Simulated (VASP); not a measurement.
Al3SiPd2, 6 atoms in the cell. It takes space group Cmmm (No. 65, orthorhombic). The conventional cell has a = 5.441 Å, b = 8.635 Å, c = 4.337 Å, α = 90.00°, β = 90.00°, γ = 90.00°. Within 3.5 Å of Al (site symmetry m2m) lie 4 Pd at 2.62 Å and 3 Si at 2.70 to 3.17 Å and 5 Al at 2.71 to 3.24 Å. Within 3.5 Å of Al (site symmetry mmm) lie 4 Pd at 2.55 Å and 4 Al at 2.71 Å and 4 Si at 3.48 Å. Within 3.6 Å of Si (site symmetry mmm) lie 10 Al at 2.70 to 3.48 Å and 8 Pd at 3.35 Å. Within 3.4 Å of Pd (site symmetry 2/m) lie 6 Al at 2.55 to 2.62 Å and 2 Pd at 2.72 Å and 4 Si at 3.35 Å. The cell was built from a structure type or drawn by symmetry, and may not be a known phase.

```yaml
Program: VASP 6.6.1
Task: relaxation of cell and atoms
Functional: PBE
Potentials_or_basis: VASP PAW PBE potentials, release 64 (Al, Si, Pd)
Cutoff: 600 eV
k_mesh: 8 × 8 × 10
Occupations: gaussian, width 0.1 eV
Spin: no spin polarisation
Dipole_correction: no
Further_INCAR_settings: ALGO = Fast; EDIFF = 1e-06; IBRION = 2; EDIFFG = -0.01; NSW = 100; ISIF = 3
```

Potentials or basis: VASP PAW PBE potentials, release 64 (Al, Si, Pd).

Command:

```sh
$ cat potpaw_PBE.64/Al/POTCAR potpaw_PBE.64/Si/POTCAR potpaw_PBE.64/Pd/POTCAR > POTCAR
$ mpirun -np 1 vasp_std > vasp.out
```

Hardware: 1 thread of AMD EPYC 9R45 96-Core Processor (Zen 5), on a shared host.

Q: How long does it take, and how much memory?

A: It took 17 min on 1 thread of AMD EPYC 9R45 96-Core Processor (Zen 5), with other jobs on the host, peak memory 0.46 GiB. Counts: scf iterations 75, k points 126, ion steps 12.
